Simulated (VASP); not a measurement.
A run of VASP 6.6.1:

INCAR

```
  PREC = Accurate
  ENCUT = 520
  EDIFF = 1E-6
  ISMEAR = -1
  SIGMA = 0.02
  LREAL = False
  LASPH = True
  NELM = 60
  ALGO = Normal
  ISIF = 2
  LWAVE = False
  LCHARG = False
  GGA = PE
  NBANDS = 17
```

File KPOINTS:

```
regular mesh
0
Gamma
  8 8 8
```

Contents of POSCAR:

```
SnTe
1.0
    0.0000000000      3.1095970760      3.1095970760
    3.1095970760      0.0000000000      3.1095970760
    3.1095970760      3.1095970760      0.0000000000
Sn Te
1 1
Direct
    0.0000000000      0.0000000000      0.0000000000
    0.5000000000      0.5000000000      0.5000000000
```

Potentials or basis: VASP PAW PBE potentials, release 64 (Sn_d, Te).

Command:

```bash
$ cat potpaw_PBE.64/Sn_d/POTCAR potpaw_PBE.64/Te/POTCAR > POTCAR
$ mpirun -np 1 vasp_std > vasp.out
```

Hardware: 1 thread of Intel(R) Xeon(R) Platinum 8559C (Emerald Rapids) (shared host).

**Question.** Estimate the wall time of this run.

**Answer.** It took 22 s on 1 thread of Intel(R) Xeon(R) Platinum 8559C (Emerald Rapids), with other jobs on the host, peak memory 0.21 GiB. Counts: scf iterations 12, k points 29.
